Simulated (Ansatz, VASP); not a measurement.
**WC in VASP and in Ansatz**

File INCAR:

```
SYSTEM = WC
PREC = Accurate
ENCUT = 520
EDIFF = 1E-6
ISMEAR = 0
SIGMA = 0.15
LREAL = .False.
LASPH = .True.
NELM = 80
ALGO = Normal
ISIF = 2
LWAVE = .False.
LCHARG = .False.
GGA = PE
NBANDS = 16
```

The input KPOINTS:

```
Automatic mesh
0
Gamma
  18 18 16
  0 0 0
```

The input POSCAR:

```
WC
1.0
    2.9005014360      0.0000000000      0.0000000000
   -1.4502507180      2.5119079273      0.0000000000
    0.0000000000      0.0000000000      2.8290000000
W C
1 1
Direct
    0.0576808060      0.0422252806     -0.1060445387
    0.6666666667      0.3333333333      0.5000000000
```

Input for Ansatz:

```yaml
crystal:
  lattice:
    - [2.900501436, 0.0, 0.0]
    - [-1.450250718, 2.5119079273, 0.0]
    - [0.0, 0.0, 2.829]
  atoms:
    - { symbol: W, position: [0.057680806, 0.0422252806, -0.1060445387] }
    - { symbol: C, position: [0.6666666667, 0.3333333333, 0.5] }
basis:
  ecutwfc: 420
kpoints:
  mp_grid: { grid: [18, 18, 16] }
hamiltonian:
  xc: pbe
scf:
  occupations: { method: gaussian, width: 0.15 }
output:
  forces: true
  stress: true
  eigenvalues: true
```

Alike in both runs: task single point; functional PBE; k mesh 18 × 18 × 16; occupations gaussian, width 0.15 eV; no spin polarisation.

|  | VASP | Ansatz |
| --- | --- | --- |
| version | VASP 6.6.1 | Ansatz 0.2.0 |
| potentials or method | VASP PAW PBE potentials, release 64 (W_sv, C), cutoff 520 eV | scalar-relativistic, plane waves, PAW |
| valence electrons in the cell | 18 | 18 |

Ansatz gave:

| Item | Value |
| --- | --- |
| gap on the k mesh at the Fermi level (eV) | none |
| rms of the force components (eV/Å) | 3.627 |

What did VASP give for the same quantities?

gap on the k mesh at the Fermi level (eV): none; rms of the force components (eV/Å): 3.658.

Atom by atom the forces differ by 0.031 eV/Å (rms over components). A gap of «none» marks a metal or a gap that the smearing closes. The functional is the same, so the differences come from potentials, cutoffs and numerics.

Neither program's run includes spin-orbit coupling.
